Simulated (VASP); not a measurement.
# Tl (P6_3/mmc) in VASP: notebook, part 3 of 3

VASP 6.6.1.

## 6. Single point, PBE (strain +0.040 along x and y, +0.040 along z)

INCAR reads:

```
SYSTEM = Tl
PREC     = Accurate       ! precision mode
ENCUT    = 520            ! plane-wave cutoff, eV
EDIFF    = 1E-6           ! SCF threshold, eV
ISMEAR   = 0              ! smearing method
SIGMA    = 0.15           ! smearing width, eV
LREAL    = .False.        ! projectors in reciprocal space
LASPH    = .True.         ! aspherical terms in the spheres
NELM     = 60             ! most SCF steps
ALGO     = Fast           ! electronic algorithm
ISIF     = 2              ! what is computed and relaxed
LWAVE    = .False.        ! write WAVECAR
LCHARG   = .False.        ! write CHGCAR
GGA      = PE             ! functional
NBANDS   = 20             ! bands
```

KPOINTS reads:

```
Automatic mesh
0
Gamma
  18 18 10
  0 0 0
```

POSCAR reads:

```
Tl
1.0
    3.5942382908      0.0000000000      0.0000000000
   -1.7971191454      3.1127016671      0.0000000000
    0.0000000000      0.0000000000      5.7460000000
Tl
2
Direct
    0.3333333333      0.6666666667      0.2500000000
    0.6666666667      0.3333333333      0.7500000000
```

Potentials or basis: VASP PAW PBE potentials, release 64 (Tl_d).

Started as:

```bash
$ cat potpaw_PBE.64/Tl_d/POTCAR > POTCAR
$ mpirun -np 1 vasp_std > vasp.out
```

OUTCAR:

```text
SYSTEM = Tl
   PREC = Accurate
   ENCUT = 520
   EDIFF = 1E-6
   ISMEAR = 0
   LREAL = .False.
   LASPH = .True.
   NELM = 60
   ISIF = 2
   GGA = PE

 ion  position               nearest neighbor table
   1  0.333  0.667  0.250-   2 3.54   2 3.54   2 3.54   2 3.54   2 3.54   2 3.54
   2  0.667  0.333  0.750-   1 3.54   1 3.54   1 3.54   1 3.54   1 3.54   1 3.54

  LATTYP: Found a hexagonal cell.
 ALAT       =     3.5942382908
 C/A-ratio  =     1.5986697417

  Lattice vectors:

 A1 = (   3.5942382908,   0.0000000000,   0.0000000000)
 A2 = (  -1.7971191454,   3.1127016671,   0.0000000000)
 A3 = (   0.0000000000,   0.0000000000,   5.7460000000)

Analysis of symmetry for initial positions (statically):
=====================================================================
 Subroutine PRICEL returns:
 Original cell was already a primitive cell.

 Routine SETGRP: Setting up the symmetry group for a
 hexagonal supercell.

 Subroutine GETGRP returns: Found 24 space group operations
 (whereof 12 operations were pure point group operations)
 out of a pool of 24 trial point group operations.

The static configuration has the point symmetry D_3d.
 The point group associated with its full space group is D_6h.

Analysis of symmetry for dynamics (positions and initial velocities):
=====================================================================
 Subroutine PRICEL returns:
 Original cell was already a primitive cell.

 Routine SETGRP: Setting up the symmetry group for a
 hexagonal supercell.

 Subroutine GETGRP returns: Found 24 space group operations
 (whereof 12 operations were pure point group operations)
 out of a pool of 24 trial point group operations.

The dynamic configuration has the point symmetry D_3d.
 The point group associated with its full space group is D_6h.

 Subroutine INISYM returns: Found 24 space group operations
 (whereof 12 operations are pure point group operations),
 and found     1 'primitive' translations

----------------------------------------------------------------------------------------

                                     Primitive cell

  volume of cell :      64.2851

  direct lattice vectors                    reciprocal lattice vectors
     3.594238291  0.000000000  0.000000000     0.278223067  0.160632162  0.000000000
    -1.797119145  3.112701667  0.000000000     0.000000000  0.321264325  0.000000000
     0.000000000  0.000000000  5.746000000     0.000000000  0.000000000  0.174034111

  length of vectors
     3.594238291  3.594238291  5.746000000     0.321264325  0.321264325  0.174034111

  position of ions in fractional coordinates (direct lattice)
     0.333333333  0.666666667  0.250000000
     0.666666667  0.333333333  0.750000000

  ion indices of the primitive-cell ions
   primitive index   ion index
                 1           1
                 2           2

----------------------------------------------------------------------------------------

 KPOINTS: Automatic mesh

Automatic generation of k-mesh.
 Grid dimensions read from file:
 generate k-points for:   18   18   10

 Generating k-lattice:

  Cartesian coordinates                     Fractional coordinates (reciprocal lattice)
     0.015456837  0.008924009  0.000000000     0.055555556  0.000000000  0.000000000
     0.000000000  0.017848018  0.000000000     0.000000000  0.055555556  0.000000000
     0.000000000  0.000000000  0.017403411     0.000000000  0.000000000  0.100000000

  Length of vectors
     0.017848018  0.017848018  0.017403411

  Shift w.r.t. Gamma in fractional coordinates (k-lattice)
     0.000000000  0.000000000  0.000000000

 Subroutine IBZKPT returns following result:
 ===========================================

 Found    222 irreducible k-points:

 Following reciprocal coordinates:
            Coordinates               Weight
  0.000000  0.000000  0.000000      1.000000
  0.055556 -0.000000  0.000000      6.000000
  0.111111 -0.000000  0.000000      6.000000
  0.166667  0.000000  0.000000      6.000000
  0.222222  0.000000  0.000000      6.000000
  0.277778 -0.000000  0.000000      6.000000
[... 16 lines left out ...]
  0.333333  0.111111  0.000000     12.000000
  0.388889  0.111111  0.000000     12.000000
 [... further k-points ...]
   k-points           NKPTS =    222   k-points in BZ     NKDIM =    222   number of bands    NBANDS=     20
   number of dos      NEDOS =    301   number of ions     NIONS =      2
   total plane-waves  NPLWV =  37632
   dimension x,y,z NGX =    28 NGY =   28 NGZ =   48
   dimension x,y,z NGXF=    56 NGYF=   56 NGZF=   96
   ions per type =               2
   NGX,Y,Z   is equivalent  to a cutoff of  12.95, 12.95, 13.89 a.u.
   NGXF,Y,Z  is equivalent  to a cutoff of  25.90, 25.90, 27.78 a.u.
 SYSTEM =  Tl
   PREC   = accura    normal or accurate (medium, high low for compatibility)
   ISTART =      0    job   : 0-new  1-cont  2-samecut
   ICHARG =      2    charge: 1-file 2-atom 10-const
   ISPIN  =      1    spin polarized calculation?
   LNONCOLLINEAR =      F non collinear calculations
   LSORBIT =      F    spin-orbit coupling
   LASPH  =      T    aspherical Exc in radial PAW
   ENCUT  =  520.0 eV  38.22 Ry    6.18 a.u.   6.68  6.68 10.68*2*pi/ulx,y,z
   NELM   =     60;   NELMIN=  2; NELMDL= -5     # of ELM steps
   EDIFF  = 0.1E-05   stopping-criterion for ELM
   LREAL  =      F    real-space projection
   EDIFFG = 0.1E-04   stopping-criterion for IOM
   NSW    =      0    number of steps for IOM
   IBRION =     -1    ionic relax: 0-MD 1-quasi-New 2-CG
   NFREE  =      0    steps in history (QN), initial steepest desc. (CG)
   ISIF   =      2    stress and relaxation
   ISYM   =      2    0-nonsym 1-usesym 2-fastsym
   POTIM  = 0.5000    time-step for ionic-motion
   TEBEG  =    0.0;   TEEND  =   0.0 temperature during run
   PSTRESS=    0.0 pullay stress
   NELECT =      26.0000    total number of electrons
   NUPDOWN=      -1.0000    fix difference up-down
   EMIN   =  10.00;   EMAX   =-10.00  energy-range for DOS
   EFERMI =   0.00;   METHOD = LEGACY
   ISMEAR =     0;   SIGMA  =   0.15  broadening in eV -4-tet -1-fermi 0-gaus
   EFERMI_NEDOS =   21; number of points for ismear=-14 and -15
   IALGO  =     68    algorithm
   IMIX   =      4    mixing-type and parameters
     AMIX     =   0.40;   BMIX     =  1.00
     AMIX_MAG =   1.60;   BMIX_MAG =  1.00
  volume/ion in A,a.u.               =      32.14       216.91
  Fermi-wavevector in a.u.,A,eV,Ry     =   1.210680  2.287853 19.942678  1.465745
  Thomas-Fermi vector in A             =   2.346219
   LORBIT       =      0    0 simple, 1 ext, 2 COOP (PROOUT), +10 PAW based schemes
   GGA     = PE    functional components
   LHFCALC =     F    Hartree Fock is set to
   AEXX    =    0.0000 exact exchange contribution
   IVDW    =     0    specifies the selected vdW correction
   LEPSILON=     F    determine dielectric tensor
   LRPA    =     F    only Hartree local field effects (RPA)
 non-spin polarized calculation
 RMM-DIIS sequential band-by-band and
 Gauss-broadening in eV      SIGMA  =   0.15
  energy-cutoff  :      520.00
  volume of cell :       64.29
 maximum number of plane-waves:      1763
 NGX is ok and might be reduce to    28
   NGX = 13   NGY = 13   NGZ = 21

 number of electron      26.0000004 magnetization

 Free energy of the ion-electron system (eV)
  ---------------------------------------------------
  ext. energy  EPLUGINS =         0.00000000
  ---------------------------------------------------
  free energy    TOTEN  =        -4.45603113 eV

  energy without entropy =       -4.44562298  energy(sigma->0) =       -4.45082705

 E-fermi :   5.4433     XC(G=0):  -9.6186

 val. band max:        5.4270986525   @ k =   0.2778   0.1111   0.4000
 cond. band min:       5.4586247789   @ k =   0.1667   0.1667   0.2000
 fundamental gap:      0.0315261264
 Fermi energy:         5.4432895556

 k-point     1 :       0.0000    0.0000    0.0000
  band No.  band energies     occupation
      1      -6.1760      2.00000
      2      -6.0377      2.00000
      3      -6.0251      2.00000
      4      -6.0251      2.00000
      5      -5.9875      2.00000
      6      -5.9875      2.00000
[... 12 lines left out ...]
     19      15.4059      0.00000
     20      15.5134      0.00000
[... 507 lines left out ...]
 k-point    24 :       0.3889    0.1111    0.0000
  band No.  band energies     occupation
      1      -6.2390      2.00000
      2      -6.1741      2.00000
      3      -6.0687      2.00000
      4      -6.0452      2.00000
      5      -5.8919      2.00000
      6      -5.8871      2.00000
[... 12 lines left out ...]
     19      13.8195      0.00000
     20      14.5176      0.00000

 [... further k-points ...]

------------------------ aborting loop because EDIFF is reached ----------------------------------------

  FORCE on cell =-STRESS in cart. coord.  units (eV):
  Direction    XX          YY          ZZ          XY          YZ          ZX
  --------------------------------------------------------------------------------------
  -------------------------------------------------------------------------------------
  Total       -0.1928373     -0.1928373     -0.4108605      0.0000000      0.0000000      0.0000000
  in kB       -4.8060874     -4.8060874    -10.2398822      0.0000000      0.0000000      0.0000000
  external PRESSURE =      -6.6173524 kB  Pullay stress =       0.0000000 kB

 VOLUME and BASIS-vectors are now :
 -----------------------------------------------------------------------------
  energy-cutoff  :      520.00
  volume of cell :       64.29
      direct lattice vectors                 reciprocal lattice vectors
     3.594238291  0.000000000  0.000000000     0.278223067  0.160632162  0.000000000
    -1.797119145  3.112701667  0.000000000     0.000000000  0.321264325  0.000000000
     0.000000000  0.000000000  5.746000000     0.000000000  0.000000000  0.174034111

 POSITION                                       TOTAL-FORCE (eV/Angst)
 -----------------------------------------------------------------------------------
     -0.00000      2.07513      1.43650        -0.000000      0.000000      0.000000
      1.79712      1.03757      4.30950         0.000000     -0.000000      0.000000
 -----------------------------------------------------------------------------------
    total drift:                               -0.000000      0.000000     -0.000000

  FREE ENERGIE OF THE ION-ELECTRON SYSTEM (eV)
  ---------------------------------------------------
  free  energy   TOTEN  =        -4.4560311258 eV

  energy  without entropy=       -4.4456229822  energy(sigma->0) =       -4.45082705
```

Wall time 3.1 min (1 thread of AMD EPYC 7R13 (Zen 3), shared host); peak memory 0.32 GiB.

What came out:

```yaml
Free_energy: -4.4560 eV
Pressure: -0.7 GPa
Band_gap_on_the_k_mesh: zero (bands 13 and 14 overlap by 4.97 eV)
```

Stress tensor (GPa, compression positive):
```
-0.48  0.00  0.00
 0.00 -0.48  0.00
 0.00  0.00 -1.02
```

Levels at points of the mesh, in eV from the Fermi level:
```tsv
k point	band 11	band 12	band 13	band 14	band 15	band 16
(0.00, 0.00, 0.00)	-9.32	-5.19	-2.41	7.20	7.20	9.03
(0.50, 0.00, 0.00)	-5.71	-4.61	-0.83	0.50	1.31	3.52
(0.00, 0.00, 0.50)	-8.06	-8.06	2.94	2.94	8.08	8.08
(0.50, 0.00, 0.50)	-4.83	-4.83	-1.93	-1.93	5.10	5.10
```

Caveat: the cell differs from its parent crystal (strain +0.040 along x and y, +0.040 along z); spin-orbit coupling is left out, which moves the levels of the heavy elements.

## 7. Single point, PBE (strain +0.080 along x and y, +0.000 along z)

INCAR reads:

```
SYSTEM = Tl
PREC = Accurate
ENCUT = 520
EDIFF = 1E-7
ISMEAR = 0
SIGMA = 0.15
LREAL = .False.
LASPH = .True.
NELM = 80
ALGO = Fast
ISIF = 2
LWAVE = .False.
LCHARG = .False.
GGA = PE
NBANDS = 20
```

KPOINTS is that of step 6.

POSCAR reads:

```
Tl
1.0
    3.7324782250      0.0000000000      0.0000000000
   -1.8662391125      3.2324209619      0.0000000000
    0.0000000000      0.0000000000      5.5250000000
Tl
2
Direct
    0.3333333333      0.6666666667      0.2500000000
    0.6666666667      0.3333333333      0.7500000000
```

Started as:

```bash
$ cat potpaw_PBE.64/Tl_d/POTCAR > POTCAR
$ mpirun -np 1 vasp_std > vasp.out
```

Wall time 3.4 min (1 thread of AMD EPYC 7R13 (Zen 3), shared host); peak memory 0.32 GiB.

It converged, with:

- Free energy: -4.4371 eV
- Pressure: -1.2 GPa
- Band gap on the k mesh: zero (bands 13 and 14 overlap by 5.59 eV)

Stress tensor (GPa, compression positive):
```
-1.49  0.00  0.00
 0.00 -1.49  0.00
 0.00  0.00 -0.55
```

Levels at points of the mesh, in eV from the Fermi level:
```csv
k point,band 11,band 12,band 13,band 14,band 15,band 16
"(0.00, 0.00, 0.00)",-9.12,-4.55,-2.03,6.18,6.18,8.16
"(0.50, 0.00, 0.00)",-5.94,-4.74,-0.50,1.03,1.36,3.01
"(0.00, 0.00, 0.50)",-7.76,-7.76,3.77,3.77,7.16,7.16
"(0.50, 0.00, 0.50)",-4.97,-4.97,-1.82,-1.82,4.62,4.62
```

Caveat: the cell differs from its parent crystal (strain +0.080 along x and y, +0.000 along z); spin-orbit coupling is left out, which moves the levels of the heavy elements.

## 8. Overview

```csv
cell,further INCAR settings,gap on the mesh (eV),pressure (GPa)
"a = 3.732, b = 3.732, c = 5.083 Å, angles 90.0, 90.0, 120.0°, 2 atoms",ALGO = Fast; EDIFF = 1e-07; NBANDS = 20,none,1.3
"a = 3.456, b = 3.456, c = 5.967 Å, angles 90.0, 90.0, 120.0°, 2 atoms",ALGO = Fast; EDIFF = 1e-06; NBANDS = 20,none,0.4
"a = 3.594, b = 3.594, c = 5.525 Å, angles 90.0, 90.0, 120.0°, 2 atoms",ALGO = Fast; EDIFF = 1e-07; NBANDS = 20,none,0.5
"a = 3.732, b = 3.732, c = 5.304 Å, angles 90.0, 90.0, 120.0°, 2 atoms",ALGO = Fast; EDIFF = 1e-07; NBANDS = 20,none,-0.1
"a = 3.594, b = 3.594, c = 5.746 Å, angles 90.0, 90.0, 120.0°, 2 atoms",ALGO = Fast; EDIFF = 1e-06; NBANDS = 20,none,-0.7
"a = 3.732, b = 3.732, c = 5.525 Å, angles 90.0, 90.0, 120.0°, 2 atoms",ALGO = Fast; EDIFF = 1e-07; NBANDS = 20,none,-1.2
```

Alike in all rows: task single point; level PBE; potentials or basis VASP PAW PBE potentials, release 64 (Tl_d); no spin polarisation; k mesh 18 × 18 × 10; cutoff (eV) 520; smearing gaussian 0.15 eV.

Caveats: spin-orbit coupling is left out, which moves the levels of the heavy elements.

Total energies depend on the potentials used, so only differences within one code and one set of settings carry meaning.
